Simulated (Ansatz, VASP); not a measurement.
# One calculation of CuW2, two programs

```
CELL_PARAMETERS angstrom
4.73758 0.00000 0.00000
-2.36879 4.10286 0.00000
0.00000 0.00000 6.93493
ATOMIC_POSITIONS crystal
Cu 0.50000 0.00000 0.00000
Cu 0.50000 0.50000 0.66667
Cu 0.00000 0.50000 0.33333
W 0.16371 0.32742 0.00000
W 0.83629 0.16371 0.66667
W 0.67258 0.83629 0.33333
W 0.83629 0.67258 0.00000
W 0.16371 0.83629 0.66667
W 0.32742 0.16371 0.33333
```

Alike in both runs: task relaxation of cell and atoms; functional PBE; k mesh 9 × 9 × 6; occupations gaussian, width 0.1 eV; no spin polarisation.

|  | VASP | Ansatz |
| --- | --- | --- |
| version | VASP 6.6.1 | Ansatz 0.2.0 |
| potentials or method | VASP PAW PBE potentials, release 64 (Cu, W_sv), cutoff 600 eV | scalar-relativistic, plane waves, PAW |
| valence electrons in the cell | 117 | 141 |

VASP gave:

| Quantity | Value |
| --- | --- |
| gap on the k mesh at the Fermi level, each at its own relaxed structure (eV) | none |
| relaxed volume (Å³/atom) | 15.02 |
| relaxed cell length with the largest relative difference (Å) | 6.945 |

Problem. Which values does Ansatz return?

Solution. gap on the k mesh at the Fermi level, each at its own relaxed structure (eV): none; relaxed volume (Å³/atom): 14.98; relaxed cell length with the largest relative difference (Å): 6.935.

A gap of «none» marks a metal or a gap that the smearing closes. VASP's potentials hold 117 valence electrons a cell and Ansatz's 141, so a difference there can come from the potentials and not from the codes.

Spin-orbit coupling is off throughout.
